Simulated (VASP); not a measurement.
Input of a VASP 6.6.1 run:

INCAR

```
SYSTEM = ZnF2
PREC = Accurate ; ENCUT = 600
EDIFF = 1E-7 ; ISMEAR = 0
SIGMA = 0.02 ; LREAL = .FALSE.
LASPH = .TRUE. ; NELM = 120
ALGO = Normal ; ISIF = 3
LWAVE = .FALSE. ; LCHARG = .FALSE.
GGA = PE ; IBRION = 2
NSW = 100 ; EDIFFG = -0.005
GGA_COMPAT = .FALSE. ; NELMIN = 4
```

File KPOINTS:

```
regular mesh
0
G
  6 6 8
  0 0 0
```

The input POSCAR:

```
ZnF2
1.0
    4.7038000000      0.0000000000      0.0000000000
    0.0000000000      4.7038000000      0.0000000000
    0.0000000000      0.0000000000      3.1336000000
Zn F
2 4
Direct
    0.0000000000      0.0000000000      0.0000000000
    0.5000000000      0.5000000000      0.5000000000
    0.3035000000      0.3035000000      0.0000000000
    0.1965000000      0.8035000000      0.5000000000
    0.6965000000      0.6965000000      0.0000000000
    0.8035000000      0.1965000000      0.5000000000
```

Potentials or basis: VASP PAW PBE potentials, release 64 (Zn, F).

Run with:

```bash
$ cat potpaw_PBE.64/Zn/POTCAR potpaw_PBE.64/F/POTCAR > POTCAR
$ mpirun -np 1 vasp_std > vasp.out
```

Q: Predict the space group after relaxing (to 0.1 Å).

A: P4_2/mnm (No. 136).

Q: What does it give for the relaxed cell?

A: a = 4.802 Å, b = 4.802 Å, c = 3.184 Å, α = 90.00°, β = 90.00°, γ = 90.00°.

Q: Estimate the relaxed volume.

A: 12.24 Å³/atom.

Step by step:
| step | energy change (eV) | largest force (eV/Å) | pressure (GPa) | volume (Å³) |
| --- | --- | --- | --- | --- |
| 1 | 0.0000 | 0.0539 | 6.57 | 69.33 |
| 2 | -0.0730 | 0.0671 | -1.23 | 74.19 |
| 3 | -0.0768 | 0.0477 | 0.06 | 73.25 |
| 4 | -0.0768 | 0.0493 | -0.06 | 73.33 |
| 5 | -0.0774 | 0.0344 | -0.05 | 73.38 |
| 6 | -0.0781 | 0.0025 | -0.06 | 73.50 |
| 7 | -0.0781 | 0.0046 | 0.02 | 73.42 |

PBE usually gives volumes a little too large and moduli too small. Zero-point motion and thermal expansion aren't in these numbers.
